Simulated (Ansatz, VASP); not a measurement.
**BiRu: VASP beside Ansatz**

```
Ru Bi
1.0
     0.00000    2.51810    2.51810
     2.51810    0.00000    2.51810
     2.51810    2.51810    0.00000
Ru Bi
1 1
Cartesian
  0.0000 0.0000 0.0000
  2.5181 2.5181 2.5181
```

Change from the starting cell: volume scaled by 0.8, LAPW.

Alike in both runs: task single point; functional LDA; k mesh 13 × 13 × 13; occupations fermi-dirac, width 0.08 eV; no spin polarisation.

```csv
,VASP,Ansatz
version,VASP 6.6.1,Ansatz 0.2.0
potentials or method,"VASP PAW LDA potentials, release 64 (Ru_pv, Bi_d), cutoff 520 eV","all-electron LAPW, scalar-relativistic"
```

```csv
,VASP,Ansatz,Ansatz less VASP
pressure (GPa),55.8,54.5,-1.24
```

LDA's correlation is that of Perdew and Zunger in VASP and of Perdew and Wang (1992) in Ansatz. Both programs put the cell under a high pressure, so it lies far from rest at this level. Ansatz ran all-electron here, and VASP with PAW potentials.

Neither program's run includes spin-orbit coupling.
